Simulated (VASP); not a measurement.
Runs of VASP 6.6.1 on Fe. The structure is that of space group Pm-3m (No. 221), or close to it. The cells are those of the table. 

```tsv
spin	cell	k mesh	smearing	gap on the mesh (eV)	pressure (GPa)	moment (μB)
off	a = 2.152 Å, 1 atom	16 × 16 × 16	fermi-dirac 0.1 eV	none	(d)	-
collinear, ferromagnetic start	a = 2.280 Å, 1 atom	13 × 13 × 13	fermi-dirac 0.05 eV	none	(c)	1.86
off	a = 2.213 Å, 1 atom	16 × 16 × 16	fermi-dirac 0.1 eV	none	-0.8	-
non-collinear, zero start, SOC	a = 2.213 Å, 1 atom	14 × 14 × 14	fermi-dirac 0.1 eV	-	-0.6	0.00
off	a = 2.298 Å, 1 atom	16 × 16 × 16	fermi-dirac 0.1 eV	none	-22.6	-
off	a = 2.183 Å, 1 atom	16 × 16 × 16	fermi-dirac 0.1 eV	none	(a)	-
collinear, ferromagnetic start	a = 2.280 Å, 1 atom	22 × 22 × 22	fermi-dirac 0.05 eV	none	-3.8	(b)
off	a = 2.121 Å, 1 atom	16 × 16 × 16	fermi-dirac 0.1 eV	none	41.3	-
```

Alike in all rows: task single point; level LDA; potentials or basis VASP PAW LDA potentials, release 64 (Fe); cutoff (eV) 520.

Problem. Estimate the missing entries.

Solution. (a) 10.2; (b) 1.87; (c) -4.1; (d) 24.0.

A gap of «none» marks levels without a gap at the run's occupations.
